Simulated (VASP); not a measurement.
# Mg5O (P-62m) in VASP: further runs

The runs below take Mg5O through single point, with PBE.

All numbers are computed with VASP 6.6.1; they aren't measurements. Logs are shortened: lines on timing, memory, paths and dates and some standing lists are left out, and cuts for length are marked.

### Step 1. The cell of the first run

It takes space group P-62m (No. 189, hexagonal). The conventional cell has a = 7.055 Å, b = 7.055 Å, c = 2.943 Å, α = 90.00°, β = 90.00°, γ = 120.00°. Mg (site symmetry m2m) has 2 O at 2.23 Å and 4 Mg at 2.89 to 2.94 Å within 3.0 Å. Mg (site symmetry -6) has 8 Mg at 2.94 to 3.13 Å within 3.9 Å. Within 3.0 Å of O (site symmetry -62m) lie 6 Mg at 2.23 Å and 2 O at 2.94 Å.

The cell was generated, and may not be a known phase.

### Step 2. Single point, PBE, collinear spin, ferromagnetic start

INCAR reads:

```
SYSTEM = Mg5O
  PREC = Accurate
  ENCUT = 520
  EDIFF = 1E-6
  ISMEAR = 0
  SIGMA = 0.1
  LREAL = .FALSE.
  LASPH = .TRUE.
  NELM = 150
  ALGO = Normal
  ISIF = 2
  LWAVE = .FALSE.
  LCHARG = .FALSE.
  ISPIN = 2
  MAGMOM = 0 0 0 0 0 1
  LORBIT = 11
  GGA = PE
  NBANDS = 21
```

KPOINTS reads:

```
regular mesh
0
G
  3 3 6
  0 0 0
```

POSCAR reads:

```
Mg5O
1.0
    7.0554740015      0.0000000000      0.0000000000
   -3.5277370007      6.1102197210      0.0000000000
    0.0000000000      0.0000000000      2.9431117983
Mg O
5 1
Direct
    0.0000000000      0.2365885728      0.0000000000
    0.7634114272      0.7634114272      0.0000000000
    0.2365885728      0.0000000000      0.0000000000
    0.6666666667      0.3333333333      0.5000000000
    0.3333333333      0.6666666667      0.5000000000
    0.0000000000      0.0000000000      0.5000000000
```

Potentials or basis: VASP PAW PBE potentials, release 64 (Mg, O).

The run is started by

```
> cat potpaw_PBE.64/Mg/POTCAR potpaw_PBE.64/O/POTCAR > POTCAR
> mpirun -np 1 vasp_std > vasp.out
```

OUTCAR:

```text
SYSTEM = Mg5O
   PREC = Accurate
   ENCUT = 520
   EDIFF = 1E-6
   ISMEAR = 0
   LREAL = .FALSE.
   LASPH = .TRUE.
   NELM = 150
   ISIF = 2
   ISPIN = 2
   LORBIT = 11
   GGA = PE

 ion  position               nearest neighbor table
   1  0.000  0.237  0.000-   6 2.23   6 2.23   2 2.89   3 2.89   4 3.13   4 3.13   5 3.13   5 3.13

   2  0.763  0.763  0.000-   6 2.23   6 2.23   1 2.89   3 2.89   4 3.13   4 3.13   5 3.13   5 3.13

   3  0.237  0.000  0.000-   6 2.23   6 2.23   1 2.89   2 2.89   5 3.13   5 3.13   4 3.13   4 3.13

   4  0.667  0.333  0.500-   1 3.13   1 3.13   3 3.13   3 3.13   2 3.13   2 3.13
   5  0.333  0.667  0.500-   3 3.13   3 3.13   1 3.13   1 3.13   2 3.13   2 3.13
   6  0.000  0.000  0.500-   1 2.23   1 2.23   2 2.23   2 2.23   3 2.23   3 2.23

  LATTYP: Found a hexagonal cell.
 ALAT       =     7.0554740015
 C/A-ratio  =     0.4171387773

  Lattice vectors:

 A1 = (   7.0554740015,   0.0000000000,   0.0000000000)
 A2 = (  -3.5277370007,   6.1102197210,   0.0000000000)
 A3 = (   0.0000000000,   0.0000000000,   2.9431117983)

Analysis of symmetry for initial positions (statically):
=====================================================================
 Subroutine PRICEL returns:
 Original cell was already a primitive cell.

 Routine SETGRP: Setting up the symmetry group for a
 hexagonal supercell.

 Subroutine GETGRP returns: Found 12 space group operations
 (whereof 12 operations were pure point group operations)
 out of a pool of 24 trial point group operations.

The static configuration has the point symmetry D_3h.

Analysis of symmetry for dynamics (positions and initial velocities):
=====================================================================
 Subroutine PRICEL returns:
 Original cell was already a primitive cell.

 Routine SETGRP: Setting up the symmetry group for a
 hexagonal supercell.

 Subroutine GETGRP returns: Found 12 space group operations
 (whereof 12 operations were pure point group operations)
 out of a pool of 24 trial point group operations.

The dynamic configuration has the point symmetry D_3h.

Analysis of structural, dynamic, and magnetic symmetry:
=====================================================================
 Subroutine PRICEL returns:
 Original cell was already a primitive cell.

 Routine SETGRP: Setting up the symmetry group for a
 hexagonal supercell.

 Subroutine GETGRP returns: Found 12 space group operations
 (whereof 12 operations were pure point group operations)
 out of a pool of 24 trial point group operations.

The overall configuration has the point symmetry D_3h.

 Subroutine INISYM returns: Found 12 space group operations
 (whereof 12 operations are pure point group operations),
 and found     1 'primitive' translations

----------------------------------------------------------------------------------------

                                     Primitive cell

  volume of cell :     126.8790

  direct lattice vectors                    reciprocal lattice vectors
     7.055474002  0.000000000  0.000000000     0.141733922  0.081830118  0.000000000
    -3.527737001  6.110219721  0.000000000     0.000000000  0.163660236  0.000000000
     0.000000000  0.000000000  2.943111798     0.000000000  0.000000000  0.339776423

  length of vectors
     7.055474002  7.055474001  2.943111798     0.163660236  0.163660236  0.339776423

  position of ions in fractional coordinates (direct lattice)
     0.000000000  0.236588573  0.000000000
     0.763411427  0.763411427  0.000000000
     0.236588573  0.000000000  0.000000000
     0.666666667  0.333333333  0.500000000
     0.333333333  0.666666667  0.500000000
     0.000000000  0.000000000  0.500000000

  ion indices of the primitive-cell ions
   primitive index   ion index
                 1           1
                 2           2
                 3           3
                 4           4
                 5           5
                 6           6

----------------------------------------------------------------------------------------

[... 28 lines left out ...]
  0.333333  0.333333  0.000000      2.000000
  0.000000  0.000000  0.166667      2.000000
  0.333333  0.000000  0.166667     12.000000
  0.333333  0.333333  0.166667      4.000000
  0.000000  0.000000  0.333333      2.000000
  0.333333  0.000000  0.333333     12.000000
  0.333333  0.333333  0.333333      4.000000
  0.000000  0.000000  0.500000      1.000000
  0.333333  0.000000  0.500000      6.000000
  0.333333  0.333333  0.500000      2.000000
   k-points           NKPTS =     12   k-points in BZ     NKDIM =     12   number of bands    NBANDS=     21
   number of dos      NEDOS =    301   number of ions     NIONS =      6
   total plane-waves  NPLWV =  69984
   dimension x,y,z NGX =    54 NGY =   54 NGZ =   24
   dimension x,y,z NGXF=   108 NGYF=  108 NGZF=   48
   ions per type =               5   1
   NGX,Y,Z   is equivalent  to a cutoff of  12.72, 12.72, 13.56 a.u.
   NGXF,Y,Z  is equivalent  to a cutoff of  25.45, 25.45, 27.11 a.u.
 SYSTEM =  Mg5O
   PREC   = accura    normal or accurate (medium, high low for compatibility)
   ISTART =      0    job   : 0-new  1-cont  2-samecut
   ICHARG =      2    charge: 1-file 2-atom 10-const
   ISPIN  =      2    spin polarized calculation?
   LNONCOLLINEAR =      F non collinear calculations
   LSORBIT =      F    spin-orbit coupling
   LASPH  =      T    aspherical Exc in radial PAW
   ENCUT  =  520.0 eV  38.22 Ry    6.18 a.u.  13.12 13.12  5.47*2*pi/ulx,y,z
   NELM   =    150;   NELMIN=  2; NELMDL= -5     # of ELM steps
   EDIFF  = 0.1E-05   stopping-criterion for ELM
   LREAL  =      F    real-space projection
[... 7 lines left out ...]
   TEBEG  =    0.0;   TEEND  =   0.0 temperature during run
   PSTRESS=    0.0 pullay stress
   NELECT =      16.0000    total number of electrons
   NUPDOWN=      -1.0000    fix difference up-down
   EMIN   =  10.00;   EMAX   =-10.00  energy-range for DOS
   EFERMI =   0.00;   METHOD = LEGACY
   ISMEAR =     0;   SIGMA  =   0.10  broadening in eV -4-tet -1-fermi 0-gaus
   EFERMI_NEDOS =   21; number of points for ismear=-14 and -15
   IALGO  =     38    algorithm
   IMIX   =      4    mixing-type and parameters
     AMIX     =   0.40;   BMIX     =  1.00
     AMIX_MAG =   1.60;   BMIX_MAG =  1.00
  volume/ion in A,a.u.               =      21.15       142.70
  Fermi-wavevector in a.u.,A,eV,Ry     =   0.820953  1.551376  9.169832  0.673964
  Thomas-Fermi vector in A             =   1.932026
   LORBIT       =     11    0 simple, 1 ext, 2 COOP (PROOUT), +10 PAW based schemes
   GGA     = PE    functional components
   LHFCALC =     F    Hartree Fock is set to
   AEXX    =    0.0000 exact exchange contribution
   IVDW    =     0    specifies the selected vdW correction
   LEPSILON=     F    determine dielectric tensor
   LRPA    =     F    only Hartree local field effects (RPA)
 spin polarized calculation
 Gauss-broadening in eV      SIGMA  =   0.10
  energy-cutoff  :      520.00
  volume of cell :      126.88
 maximum number of plane-waves:      3429
 NGX is ok and might be reduce to    54
   NGX = 27   NGY = 27   NGZ = 11

 number of electron      15.9999995 magnetization       0.0037416

 Free energy of the ion-electron system (eV)
  ---------------------------------------------------
  ext. energy  EPLUGINS =         0.00000000
  ---------------------------------------------------
  free energy    TOTEN  =       -15.48981583 eV

  energy without entropy =      -15.47015412  energy(sigma->0) =      -15.47998497

 E-fermi :   2.4391     XC(G=0):  -8.4184

 val. band max:        2.4118448571   @ k =   0.3333   0.0000   0.3333
 cond. band min:       2.6405872135   @ k =   0.3333   0.0000   0.1667
 fundamental gap:      0.2287423564
 Fermi energy:         2.4390706371

 spin component 1

 k-point     1 :       0.0000    0.0000    0.0000
  band No.  band energies     occupation
      1     -16.8190      1.00000
      2      -3.3557      1.00000
      3      -3.3557      1.00000
      4      -3.3341      1.00000
      5      -1.3178      1.00000
      6      -0.2491      1.00000
[... 252 lines left out ...]
      6       1.5057      1.00000
[... 12 lines left out ...]
     19       8.3334      0.00000
     20       8.3564      0.00000
 Fermi energy:         2.4390706371

 spin component 2

 k-point     1 :       0.0000    0.0000    0.0000
  band No.  band energies     occupation
      1     -16.8185      1.00000
      2      -3.3550      1.00000
      3      -3.3550      1.00000
      4      -3.3330      1.00000
      5      -1.3175      1.00000
      6      -0.2481      1.00000
[... 252 lines left out ...]
      6       1.5067      1.00000
[... 12 lines left out ...]
     19       8.3342      0.00000
     20       8.3578      0.00000
 [bands above 20 left out]

------------------------ aborting loop because EDIFF is reached ----------------------------------------

  FORCE on cell =-STRESS in cart. coord.  units (eV):
  Direction    XX          YY          ZZ          XY          YZ          ZX
  --------------------------------------------------------------------------------------
  -------------------------------------------------------------------------------------
  Total       -0.1219644     -0.1219644     -0.1669299     -0.0000000      0.0000000      0.0000000
  in kB       -1.5401173     -1.5401173     -2.1079243     -0.0000000      0.0000000      0.0000000
  external PRESSURE =      -1.7293863 kB  Pullay stress =       0.0000000 kB

 VOLUME and BASIS-vectors are now :
 -----------------------------------------------------------------------------
  energy-cutoff  :      520.00
  volume of cell :      126.88
      direct lattice vectors                 reciprocal lattice vectors
     7.055474002  0.000000000  0.000000000     0.141733922  0.081830118  0.000000000
    -3.527737001  6.110219721  0.000000000     0.000000000  0.163660236  0.000000000
     0.000000000  0.000000000  2.943111798     0.000000000  0.000000000  0.339776423

 POSITION                                       TOTAL-FORCE (eV/Angst)
 -----------------------------------------------------------------------------------
     -0.83462      1.44561      0.00000         0.006453     -0.011177     -0.000000
      2.69311      4.66461      0.00000         0.006453      0.011177      0.000000
      1.66924      0.00000      0.00000        -0.012906     -0.000000     -0.000000
      3.52774      2.03674      1.47156        -0.000000     -0.000000      0.000000
     -0.00000      4.07348      1.47156        -0.000000     -0.000000      0.000000
      0.00000      0.00000      1.47156        -0.000000     -0.000000      0.000000
 -----------------------------------------------------------------------------------
    total drift:                                0.000000      0.000001      0.000000

  FREE ENERGIE OF THE ION-ELECTRON SYSTEM (eV)
  ---------------------------------------------------
  free  energy   TOTEN  =       -15.4898158251 eV

  energy  without entropy=      -15.4701541210  energy(sigma->0) =      -15.47998497

 total charge

# of ion       s       p       d       tot
------------------------------------------
    1        0.202   0.124   0.024   0.350
    2        0.202   0.124   0.024   0.350
    3        0.202   0.124   0.024   0.350
    4        0.224   0.123   0.009   0.355
    5        0.224   0.123   0.009   0.355
    6        1.564   3.433   0.000   4.997
--------------------------------------------------
tot          2.617   4.049   0.091   6.758

 magnetization (x)

# of ion       s       p       d       tot
------------------------------------------
    1        0.000   0.000   0.000   0.000
    2        0.000   0.000   0.000   0.000
    3        0.000   0.000   0.000   0.000
    4        0.000   0.000   0.000   0.000
    5        0.000   0.000   0.000   0.000
    6        0.000   0.000   0.000   0.000
--------------------------------------------------
tot          0.000   0.000   0.000   0.001
```

Wall time 1.7 min (1 thread of Intel Xeon 8259CL, shared host); peak memory 0.32 GiB.

Results:

```
Free energy                                           : -15.4898 eV
Pressure                                              : -0.2 GPa
Largest force                                         : 0.013 eV/Å
Band gap on the k mesh                                : zero (filled and empty bands overlap)
Net moment                                            : 0.00 μB per cell
Valence electrons inside the program's atomic spheres : Mg 0.35; O 5.00
```

Forces on the atoms (eV/Å):
```
Mg   0.006 -0.011  0.000
Mg   0.006  0.011  0.000
Mg  -0.013  0.000  0.000
Mg   0.000  0.000  0.000
Mg   0.000  0.000  0.000
O    0.000  0.000  0.000
```

(Continued in part 2 of 2.)

The gap in the log of VASP goes by the Fermi energy; the results here count the filled bands.